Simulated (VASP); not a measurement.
Mo, 8 atoms in the cell. The cell holds a wire with vacuum, 8 atoms: a = 13.500 Å, b = 14.000 Å, c = 4.200 Å, α = 90.00°, β = 90.00°, γ = 90.00°. 

```yaml
Program: VASP 6.6.1
Task: single point
Functional: PBE
Potentials_or_basis: VASP PAW PBE potentials, release 64 (Mo_sv)
Cutoff: 520 eV
k_mesh: 1 × 1 × 8
Occupations: gaussian, width 0.05 eV
Spin: no spin polarisation
Dipole_correction: no
Further_INCAR_settings: ALGO = Normal; EDIFF = 1e-06; NBANDS = 66
```

Potentials or basis: VASP PAW PBE potentials, release 64 (Mo_sv).

Launch:

```bash
$ cat potpaw_PBE.64/Mo_sv/POTCAR > POTCAR
$ mpirun -np 1 vasp_std > vasp.out
```

Hardware: 1 thread of Intel(R) Xeon(R) 6975P-C (Granite Rapids) (shared host).

Question: Estimate the wall time of this run.

Answer: Wall time 6.4 min on 1 thread of Intel(R) Xeon(R) 6975P-C (Granite Rapids), with other jobs on the host, peak memory 0.72 GiB. Counts: scf iterations 24, k points 5.
